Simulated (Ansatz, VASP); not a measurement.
# B4N: VASP beside Ansatz

The input INCAR:

```
SYSTEM = B4N
PREC = Accurate
ENCUT = 520
EDIFF = 1E-7
ISMEAR = 0
SIGMA = 0.1
LREAL = .FALSE.
LASPH = .TRUE.
NELM = 100
ALGO = Normal
ISIF = 2
LWAVE = .FALSE.
LCHARG = .FALSE.
GGA = PE
NBANDS = 16
```

KPOINTS

```
regular mesh
0
G
  12 12 12
  0 0 0
```

POSCAR

```
B4N
1.0
    1.4777223874      0.8531634182      5.3181495262
   -1.4777223874      0.8531634182      5.3181495262
    0.0000000000     -1.7063268363      5.3181495262
B N
4 1
Direct
    0.1847000226      0.1847000226      0.1847000226
    0.8152999774      0.8152999774      0.8152999774
    0.9168375511      0.9168375511      0.9168375511
    0.0831624489      0.0831624489      0.0831624489
    0.0000000000      0.0000000000      0.0000000000
```

Input for Ansatz:

```yaml
crystal:
  lattice:
    - [1.4777223874, 0.8531634182, 5.3181495262]
    - [-1.4777223874, 0.8531634182, 5.3181495262]
    - [0.0, -1.7063268363, 5.3181495262]
  atoms:
    - { symbol: B, position: [0.1847000226, 0.1847000226, 0.1847000226] }
    - { symbol: B, position: [0.8152999774, 0.8152999774, 0.8152999774] }
    - { symbol: B, position: [0.9168375511, 0.9168375511, 0.9168375511] }
    - { symbol: B, position: [0.0831624489, 0.0831624489, 0.0831624489] }
    - { symbol: "N", position: [0.0, 0.0, 0.0] }
basis:
  ecutwfc: 420
kpoints:
  mp_grid: { grid: [12, 12, 12] }
  band_path:
    path:
      - [[0.0, 0.0, 0.0], [0.5, 0.5, 0.5], [0.81617591, 0.18382409, 0.5]]
      - [[0.5, -0.18382409, 0.18382409], [0.5, 0.0, 0.0], [0.0, 0.0, 0.0], [0.34191205, -0.34191205, 0.0]]
      - [[0.65808795, 0.0, 0.34191205], [0.5, 0.0, 0.5], [0.0, 0.0, 0.0]]
    npoints: 14
hamiltonian:
  xc: pbe
scf:
  occupations: { method: gaussian, width: 0.1 }
  n_extra_bands: 12
output:
  forces: true
  stress: true
  eigenvalues: true
  populations: true
  dos: { projected: true, de: 0.02, nscf_kmesh: { grid: [15, 15, 15] } }
  bader: true
  write_density: true
  write_potential: true
  elf: true
  volumetric_format: npy
```

Alike in both runs: task single point; functional PBE; k mesh 12 × 12 × 12; occupations gaussian, width 0.1 eV; no spin polarisation.

|  | VASP | Ansatz |
| --- | --- | --- |
| version | VASP 6.6.1 | Ansatz 0.2.0 |
| potentials or method | VASP PAW PBE potentials, release 64 (B, N), cutoff 520 eV | scalar-relativistic, plane waves, PAW |
| valence electrons in the cell | 17 | 17 |

|  | VASP | Ansatz | Ansatz less VASP |
| --- | --- | --- | --- |
| gap on the k mesh at the Fermi level (eV) | none | none | - |
| pressure (GPa) | -0.2 | 0.0 | +0.17 |
| traceless stress, the component that is largest in VASP (GPa) | -0.16 | 0.00 | +0.160 |
| rms of the force components (eV/Å) | 0.012 | 0.001 | -0.0115 |

Atom by atom the forces differ by 0.012 eV/Å (rms over components). A gap of «none» marks a metal or a gap that the smearing closes.
